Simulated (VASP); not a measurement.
# Al48CN48 (a cell with a defect) in VASP: a series of runs

The runs below take Al48CN48 (a cell with a defect) through single point, with HSE06.

All numbers are computed with VASP 6.6.1; they aren't measurements. Logs are shortened: lines on timing, memory, paths and dates and some standing lists are left out, and cuts for length are marked.

## Step 1: The cell of the first run

The cell holds a defect, 97 atoms: a = 10.842 Å, b = 10.842 Å, c = 10.035 Å, α = 90.00°, β = 90.00°, γ = 120.00°.

## Step 2: Single point, HSE06

Input file POSCAR:

```
Al48CN48
1.0
    9.3892708200      5.4208981500      0.0000000000
   -9.3892709200      5.4208979800      0.0000000000
    0.0000000000      0.0000000000     10.0348065900
Al N C
48 48 1
Direct
    0.0021000800      0.1688963100      0.2491108300
    0.1702831400      0.0027872000      0.2482091500
    0.3373158900      0.3378469200      0.2469698000
    0.0013468400      0.3316456800      0.4987967900
    0.1719957800      0.1687057400      0.4984470300
    0.3215592200     -0.0240112900      0.5079911900
    0.0024281900      0.1689095100      0.7499781900
    0.1669740200      0.0022628400      0.7497669500
    0.3318979900      0.3368855200      0.7503286000
    0.0017485100      0.3359222700      0.9999640400
    0.1681331400      0.1694213300      0.9999794600
    0.3334212900      0.0013464600      0.9951697900
    0.0015473500      0.6686285800      0.2491113900
    0.1676192500      0.5028560800      0.2485386000
    0.3362130700      0.8383093500      0.2506880700
    0.0021203900      0.8321034300      0.4987556800
    0.1609463500      0.6582843200      0.5005324600
    0.3328132200      0.5043565000      0.4982589400
    0.0011801100      0.6683096200      0.7499856300
    0.1674612600      0.5014958400      0.7504525000
    0.3347863000      0.8327357700      0.7507840200
    0.0018275900      0.8359776100      1.0000043200
    0.1681520900      0.6692316900      1.0000735200
    0.3346749800      0.5034094200      1.0000369300
    0.5017561300      0.1752909800      0.2248745400
    0.6674027300      0.0039402300      0.2506949600
    0.8333378500      0.3343154400      0.2481811400
    0.5018198700      0.3562349900      0.5104300200
    0.6819182600      0.1562751100      0.5079907400
    0.8425675900     -0.0008816800      0.5005223800
    0.5017930800      0.1700395100      0.7475302500
    0.6688242300     -0.0002101400      0.7507764900
    0.8366060600      0.3371076300      0.7497642600
    0.5017865300      0.3407357300      0.9893218400
    0.6701367000      0.1697079400      0.9951660600
    0.8354483800      0.0028687900      1.0000598200
    0.5018166700      0.6701078100      0.2492457100
    0.6663751200      0.5024141000      0.2469146400
    0.8359604000      0.8370522100      0.2485715200
    0.5017972700      0.8347745700      0.4985502000
    0.6707758600      0.6732841000      0.4982365900
    0.8315864300      0.4985525300      0.4984322500
    0.5018066000      0.6691709400      0.7491053700
    0.6716911400      0.5067765900      0.7503422900
    0.8361327200      0.8358284200      0.7504316200
    0.5017963700      0.8359709200      1.0005148600
    0.6689066300      0.6705246900      1.0000000900
    0.8354506700      0.5030858900      0.9999536100
    0.0045524800      0.1670891000      0.4399722400
    0.1720846300     -0.0000585200      0.4404781300
    0.3335593800      0.3393562600      0.4391162900
    0.0012064100      0.3354785400      0.1903692700
    0.1693287600      0.1695608900      0.1907437700
    0.3330999500      0.0018275100      0.1836267800
    0.0017773300      0.1695567300      0.9402761700
    0.1671074000      0.0028090100      0.9389209300
    0.3314226900      0.3365157100      0.9380552000
    0.0014769200      0.3346015800      0.6895423600
    0.1688508300      0.1688524300      0.6889022700
    0.3338986200      0.0005584300      0.6930114700
   -0.0009151600      0.6644226700      0.4399622900
    0.1640055300      0.4968594000      0.4389800300
    0.3252889700      0.8167491700      0.4407902700
    0.0023146900      0.8360553400      0.1904297800
    0.1683293700      0.6698320800      0.1897055200
    0.3344721100      0.5040498200      0.1901110600
    0.0018963800      0.6696245500      0.9403019900
    0.1678864700      0.5026004200      0.9404684500
    0.3350948500      0.8347915800      0.9395771100
    0.0020435000      0.8348975500      0.6895034700
    0.1665887500      0.6669998700      0.6910370900
    0.3342700200      0.5035850000      0.6890653800
    0.5017403700      0.0829495000      0.4275594000
    0.6783126700     -0.0065945100      0.4407904400
    0.8315966800      0.3297026900      0.4404497600
    0.5018052700      0.3452868400      0.1742985100
    0.6703962000      0.1705163800      0.1836350100
    0.8352372400      0.0033047700      0.1896936000
    0.5018150000      0.1700626600      0.9382014800
    0.6685696100      0.0015345200      0.9395688700
    0.8365429300      0.3375312700      0.9389204600
    0.5017723900      0.3405641700      0.6976594800
    0.6696354300      0.1684819800      0.6930322400
    0.8369267400      0.0021741700      0.6910428200
    0.5018556500      0.6681910800      0.4399151900
    0.6701215500      0.5075852600      0.4390838700
    0.8394249700      0.8345637300      0.4389866800
    0.5017673900      0.8367439500      0.1907978700
    0.6690679300      0.6713525600      0.1900662100
    0.8342410400      0.5020308300      0.1907129800
    0.5018285700      0.6694159000      0.9398703700
    0.6722307200      0.5069111400      0.9380637800
    0.8357715900      0.8365210100      0.9404563800
    0.5017639700      0.8356206300      0.6895892200
    0.6692399800      0.6710500700      0.6890682500
    0.8346790000      0.5018044400      0.6888886700
    0.5017875100      0.2043350200      0.4163101500
```

Input file INCAR.step1:

```
SYSTEM = Al48CN48
PREC = Accurate
ENCUT = 520
EDIFF = 1E-5
ISMEAR = -1
SIGMA = 0.01
LREAL = Auto
LASPH = .True.
NELM = 120
ALGO = Normal
ISIF = 2
LWAVE = .True.
NBANDS = 248
GGA = PE
GGA_COMPAT = .False.
ISYM = -1
KPAR = 1
```

Input file INCAR.step2:

```
SYSTEM = Al48CN48
PREC = Accurate
ENCUT = 520
EDIFF = 1E-6
ISMEAR = -1
SIGMA = 0.01
LREAL = Auto
LASPH = .True.
NELM = 120
ALGO = Normal
ISIF = 2
LWAVE = .False.
LCHARG = .True.
GGA = PE
LHFCALC = .True.
HFSCREEN = 0.2079
PRECFOCK = Fast
LELF = .True.
LVHAR = .True.
NBANDS = 248
ISTART = 1
GGA_COMPAT = .False.
ISYM = -1
KPAR = 1
```

Input file KPOINTS:

```
explicit points
1
Reciprocal
  0.25000000   0.25000000   0.25000000 1
```

Potentials or basis: VASP PAW PBE potentials, release 64 (Al, N, C).

On the command line:

```sh
> cat potpaw_PBE.64/Al/POTCAR potpaw_PBE.64/N/POTCAR potpaw_PBE.64/C/POTCAR > POTCAR
> cp INCAR.step1 INCAR
> mpirun -np 4 vasp_std > vasp.out
> cp INCAR.step2 INCAR
> mpirun -np 4 vasp_std > vasp.out
```

OUTCAR:

```text
SYSTEM = Al48CN48
   PREC = Accurate
   ENCUT = 520
   EDIFF = 1E-6
   ISMEAR = -1
   LREAL = Auto
   LASPH = .True.
   NELM = 120
   ISIF = 2
   GGA = PE
   LHFCALC = .True.
   HFSCREEN = 0.2079
   PRECFOCK = Fast
   ISTART = 1
   ISYM = -1

 ion  position               nearest neighbor table
   1  0.002  0.169  0.249-  78 1.90  53 1.90  52 1.90  49 1.92   4 3.07  11 3.08  36 3.08  10 3.09
                            30 3.09   5 3.11  39 3.12  14 3.14  27 3.14   2 3.14  26 3.14   3 3.15
   2  0.170  0.003  0.248-  54 1.89  53 1.90  64 1.90  50 1.93  22 3.08   5 3.08  11 3.08  12 3.10
                            15 3.10  16 3.11  25 3.12  13 3.14   1 3.14  39 3.14   3 3.15   6 3.17
   3  0.337  0.338  0.247-  76 1.89  66 1.91  53 1.91  51 1.93  24 3.07  25 3.08  11 3.08  38 3.09
                             5 3.11  18 3.12  37 3.12  34 3.13  28 3.14  14 3.14   2 3.15   1 3.15
   4  0.001  0.332  0.499-  62 1.88  49 1.90  58 1.91  75 1.92  29 3.01   1 3.07  17 3.07   7 3.08
                            33 3.11  14 3.11  18 3.11  20 3.11  27 3.11  30 3.12   5 3.13  42 3.16
   5  0.172  0.169  0.498-  51 1.90  49 1.90  59 1.91  50 1.92   2 3.08   8 3.09   9 3.09  30 3.09
                             3 3.11   1 3.11  28 3.11   7 3.12   4 3.13  18 3.15  16 3.16   6 3.22
   6  0.322  0.976  0.508-  60 1.87  63 1.87  73 1.88  50 1.89  97 2.44  21 2.93  17 2.98  16 3.01
                            15 3.03  40 3.03   8 3.04  31 3.15   2 3.17   5 3.22
   7  0.002  0.169  0.750-  84 1.90  58 1.90  59 1.91  55 1.91  30 3.08   4 3.08  11 3.08  36 3.09
                             9 3.09  10 3.10   8 3.11  20 3.12   5 3.12  45 3.13  32 3.13  33 3.14
   8  0.167  0.002  0.750-  59 1.90  56 1.90  70 1.90  60 1.91   6 3.04  12 3.06   5 3.09  22 3.09
                            11 3.09  16 3.11  45 3.11   7 3.11  19 3.14   9 3.14  31 3.14  21 3.17
   9  0.332  0.337  0.750-  57 1.88  72 1.90  82 1.90  59 1.90  28 2.97  34 3.01  24 3.08  11 3.08
[... 23 lines left out ...]
  21  0.335  0.833  0.751-  69 1.89  94 1.90  71 1.91  60 1.91   6 2.93  12 3.06  23 3.08  46 3.08
                            43 3.10  40 3.11  20 3.11  19 3.13  32 3.14  17 3.14  31 3.17   8 3.17
  22  0.002  0.836  0.000-  93 1.90  67 1.90  56 1.90  64 1.91  39 3.08  45 3.08   2 3.08   8 3.09
                            13 3.09  19 3.10  12 3.11  48 3.13  47 3.13  23 3.13  36 3.13  11 3.13
  23  0.168  0.669  0.000-  68 1.90  67 1.90  69 1.90  65 1.90  14 3.08  21 3.08  13 3.08  19 3.09
                            20 3.09  15 3.11  12 3.12  24 3.12  48 3.12  22 3.13  10 3.13  46 3.13
  24  0.335  0.503  0.000-  57 1.90  68 1.90  91 1.90  66 1.91   3 3.07   9 3.08  14 3.08  20 3.09
                            37 3.09  43 3.10  34 3.10  23 3.12  46 3.12  10 3.13  11 3.14  47 3.14
  25  0.502  0.175  0.225-  77 1.90  54 1.90  76 1.91  97 1.95  73 2.27  12 2.96  35 2.96  34 2.97
                             3 3.08  38 3.08   2 3.12  27 3.12  15 3.17  26 3.17
  26  0.667  0.004  0.251-  88 1.90  77 1.91  74 1.92  78 1.92  29 3.03  40 3.08  46 3.09  27 3.10
                            36 3.11  15 3.11  35 3.12  37 3.13   1 3.14  39 3.15  30 3.16  25 3.17
  27  0.833  0.334  0.248-  77 1.89  90 1.90  52 1.90  75 1.93  10 3.08  42 3.08  48 3.08  35 3.10
                            26 3.10   4 3.11  25 3.12   1 3.14  14 3.14  13 3.14  38 3.15  29 3.17
  28  0.502  0.356  0.510-  51 1.88  86 1.88  82 1.89  97 1.90  44 2.97   9 2.97  41 2.98  18 2.98
                            42 3.11   5 3.11  31 3.12   3 3.14  38 3.14
[... 365 lines left out ...]
   NKREDY  =     1    reduce k-point grid by
   NKREDZ  =     1    reduce k-point grid by
   AEXX    =    0.2500 exact exchange contribution
   HFSCREEN=    0.2079 screening length (either q_TF or 0.3 A-1)
   HFSCREENC=   0.2079 screening length for correlation (either q_TF or 0.3 A-1)
   ENCUTFOCK=  -1.0 apply spherical cutoff to Coloumb kernel
   IVDW    =     0    specifies the selected vdW correction
   LEPSILON=     F    determine dielectric tensor
   LRPA    =     F    only Hartree local field effects (RPA)
 non-spin polarized calculation
  energy-cutoff  :      520.00
  volume of cell :     1021.51
 maximum number of plane-waves:     27493
 NGX is ok and might be reduce to    80
  NGX = 42; NGY = 42; NGZ = 40

 number of electron     387.9999982 magnetization

 Free energy of the ion-electron system (eV)
  ---------------------------------------------------
  ext. energy  EPLUGINS =         0.00000000
  ---------------------------------------------------
  free energy    TOTEN  =      -841.24398650 eV

  energy without entropy =     -841.24398650  energy(sigma->0) =     -841.24398650

 E-fermi :   7.7700     XC(G=0):  -8.9642

 val. band max:        7.4557335439   @ k =   0.2500   0.2500   0.2500
 cond. band min:       9.1969853268   @ k =   0.2500   0.2500   0.2500
 fundamental gap:      1.7412517829
 Fermi energy:         7.7699673882

 k-point     1 :       0.2500    0.2500    0.2500
  band No.  band energies     occupation
      1     -13.3343      2.00000
      2     -11.1972      2.00000
      3     -10.9664      2.00000
      4     -10.9132      2.00000
      5     -10.7122      2.00000
      6     -10.5122      2.00000
[... 198 lines left out ...]
    205      12.2061      0.00000
    206      12.2387      0.00000
 [bands above 206 left out]

------------------------ aborting loop because EDIFF is reached ----------------------------------------

  FORCE on cell =-STRESS in cart. coord.  units (eV):
  Direction    XX          YY          ZZ          XY          YZ          ZX
  --------------------------------------------------------------------------------------
  -------------------------------------------------------------------------------------
  Total      -19.1572653    -23.1421203    -16.7331146     -2.6405815     -1.1509859      1.9543950
  in kB      -30.0470600    -36.2970741    -26.2449201     -4.1415990     -1.8052546      3.0653552
  external PRESSURE =     -30.8630181 kB  Pullay stress =       0.0000000 kB

 VOLUME and BASIS-vectors are now :
 -----------------------------------------------------------------------------
  energy-cutoff  :      520.00
  volume of cell :     1021.51
      direct lattice vectors                 reciprocal lattice vectors
     9.389270820  5.420898150  0.000000000     0.053252270  0.092235640  0.000000000
    -9.389270920  5.420897980  0.000000000    -0.053252272  0.092235639  0.000000000
     0.000000000  0.000000000 10.034806590     0.000000000  0.000000000  0.099653141

 POSITION                                       TOTAL-FORCE (eV/Angst)
 -----------------------------------------------------------------------------------
     -1.56609      0.92695      2.49978         0.002592     -0.002873      0.008552
      1.57266      0.93820      2.49073         0.005505     -0.014735     -0.013793
     -0.00499      3.65999      2.47829        -0.039392      0.007629     -0.020883
     -3.10127      1.80512      5.00533         0.015401      0.039411     -0.012500
      0.03089      1.84691      5.00182        -0.046775     -0.004605     -0.001072
     -6.14462      7.03388      5.09759         0.105768     -0.004303     -0.049687
[... 89 lines left out ...]
      3.12545      7.24494      6.91286        -0.001580     -0.005366      0.008168
      2.79286      3.82782      4.17759         0.337565     -0.202486     -0.106437
 -----------------------------------------------------------------------------------
    total drift:                                0.022510      0.015178      0.075459

  FREE ENERGIE OF THE ION-ELECTRON SYSTEM (eV)
  ---------------------------------------------------
  free  energy   TOTEN  =      -841.2439865022 eV

  energy  without entropy=     -841.2439865022  energy(sigma->0) =     -841.24398650
```

Wall time 10 min (4 MPI ranks of Intel Xeon 6975P-C (Granite Rapids), shared host); peak memory 0.82 GiB.

What came out:

- Free energy: -841.2440 eV
- Pressure: -3.1 GPa
- Largest force: 0.529 eV/Å
- Band gap on the k mesh: 1.74 eV

Forces on the atoms (eV/Å):
```
Al   0.003 -0.003  0.009
Al   0.006 -0.015 -0.014
Al  -0.039  0.008 -0.021
Al   0.015  0.039 -0.013
Al  -0.047 -0.005 -0.001
Al   0.106 -0.004 -0.050
Al  -0.006 -0.011  0.000
Al   0.006  0.000  0.015
Al   0.000  0.008  0.024
Al   0.002  0.005  0.004
Al  -0.003  0.005 -0.001
Al   0.004 -0.004  0.017
Al   0.006  0.000  0.008
Al   0.007  0.002  0.014
Al   0.030 -0.034  0.022
Al  -0.023 -0.029 -0.012
Al   0.030  0.060 -0.045
Al  -0.002 -0.015 -0.021
Al   0.009  0.011  0.000
Al  -0.008  0.010 -0.002
Al   0.007  0.000  0.017
Al  -0.001 -0.001  0.003
Al   0.003  0.002  0.010
Al  -0.009 -0.003  0.003
Al   0.035 -0.021  0.021
Al   0.043 -0.011  0.017
Al   0.014  0.004 -0.014
Al  -0.082  0.054 -0.018
Al   0.056 -0.087 -0.052
Al  -0.039 -0.057 -0.044
Al   0.016 -0.009  0.053
Al   0.005 -0.006  0.016
Al   0.007 -0.002  0.015
Al  -0.001  0.000  0.062
Al   0.003  0.003  0.018
Al   0.000  0.000  0.009
Al  -0.005  0.003  0.017
Al  -0.024  0.025 -0.016
Al   0.001 -0.008  0.012
Al   0.026 -0.016 -0.023
Al   0.014  0.007 -0.021
Al  -0.017  0.043 -0.002
Al  -0.008  0.006 -0.003
Al   0.000  0.000  0.022
Al  -0.012  0.002 -0.001
Al   0.000  0.002  0.007
Al   0.002  0.010  0.005
Al  -0.004  0.005  0.001
N   -0.005 -0.007  0.011
N    0.012 -0.010  0.021
N    0.033  0.034  0.050
N   -0.003 -0.002 -0.011
N    0.007 -0.005 -0.010
N   -0.022  0.033 -0.012
N    0.004  0.000 -0.002
N    0.008  0.000 -0.008
N    0.015  0.017 -0.023
N   -0.004 -0.008  0.002
N    0.002  0.004  0.005
N    0.001 -0.025 -0.044
N    0.005  0.003  0.011
N   -0.012 -0.012  0.023
N   -0.066 -0.001  0.050
N    0.001  0.005 -0.011
N   -0.006 -0.023 -0.020
N    0.003 -0.003 -0.018
N   -0.001 -0.005 -0.003
N    0.002 -0.003 -0.005
N   -0.009 -0.001 -0.015
N    0.002  0.003  0.005
N    0.000 -0.013  0.005
N    0.009 -0.010  0.009
N   -0.442  0.264  0.123
N   -0.023  0.059  0.053
N    0.006 -0.014  0.022
N    0.036 -0.024  0.002
N   -0.037  0.000 -0.013
N    0.018  0.015 -0.019
N   -0.001  0.000 -0.017
N   -0.004  0.006 -0.015
N    0.003 -0.010 -0.009
N   -0.014  0.005 -0.077
N    0.022  0.007 -0.046
N    0.012  0.006  0.004
N    0.006 -0.005  0.005
N   -0.020 -0.047  0.052
N    0.002  0.019  0.023
N   -0.011  0.008 -0.009
N    0.003  0.000 -0.017
N    0.007 -0.002 -0.010
N    0.002 -0.003 -0.001
N   -0.009 -0.024 -0.024
N    0.002 -0.001 -0.006
N   -0.008  0.005  0.013
N    0.013 -0.003  0.009
N   -0.002 -0.005  0.008
C    0.338 -0.202 -0.106
```

Stress tensor (GPa, compression positive):
```
-3.00 -0.41  0.31
-0.41 -3.63 -0.18
 0.31 -0.18 -2.62
```

Levels at points of the mesh, in eV from the valence-band top:
| k point | band 191 | band 192 | band 193 | band 194 | band 195 | band 196 | band 197 | band 198 |
| --- | --- | --- | --- | --- | --- | --- | --- | --- |
| (0.25, 0.25, 0.25) | -2.67 | -2.65 | -2.59 | 0.00 | 1.74 | 4.04 | 4.30 | 4.42 |

Caveat: the PAW data sets were made with another functional, which shifts forces and pressure a little.

(Part 1 of 4 ends here.)
